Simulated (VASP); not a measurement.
BP:

```xyz
4
Lattice="2.8612 0.0000 0.0000 -1.4306 2.4779 0.0000 0.0000 0.0000 4.6638" Properties=species:S:1:pos:R:3 pbc="T T T"
B     0.0000    0.0000    0.0000
B     0.0000    0.0000    2.3319
P     0.0000    1.6519    1.1660
P     1.4306    0.8260    3.4979
```

| Quantity | Value |
| --- | --- |
| Program | VASP 6.6.1 |
| Task | relaxation of cell and atoms |
| Functional | PBEsol |
| Potentials or basis | VASP PAW PBE potentials, release 64 (B, P) |
| Cutoff | 600 eV |
| k mesh | 9 × 9 × 4 |
| Occupations | fermi-dirac, width 0.03 eV |
| Spin | no spin polarisation |

At the start: pressure 50.0 GPa; volume 8.27 Å³/atom.

Where does the relaxation end?

Over 6 steps the energy falls by 241.7 meV/atom and the volume is 10.07 Å³/atom (+21.9 %); space group P6_3/mmc (No. 194, to 0.1 Å) before and after.

Step by step:
```
step  energy change (eV)  largest force (eV/Å)  pressure (GPa)  volume (Å³)
   1              0.0000                0.0000           49.98        33.07
   2             -0.5240                0.0000          -18.61        47.00
   3             -0.9658                0.0000           -0.43        40.42
   4             -0.9660                0.0000            0.22        40.26
   5             -0.9669                0.0000            0.12        40.29
   6             -0.9669                0.0000            0.11        40.29
```

Final structure:
```
B P
1.0
     3.04991    0.00000    0.00000
    -1.52496    2.64130    0.00000
     0.00000    0.00000    5.00202
B P
2 2
Direct
  0.00000 0.00000 0.00000
  0.00000 0.00000 0.50000
  0.33333 0.66667 0.25000
  0.66667 0.33333 0.75000
```

Caveat: the volume moved by over 15 % at a fixed basis, so the end points are rough; the PAW data sets were made with another functional, which shifts forces and pressure a little.
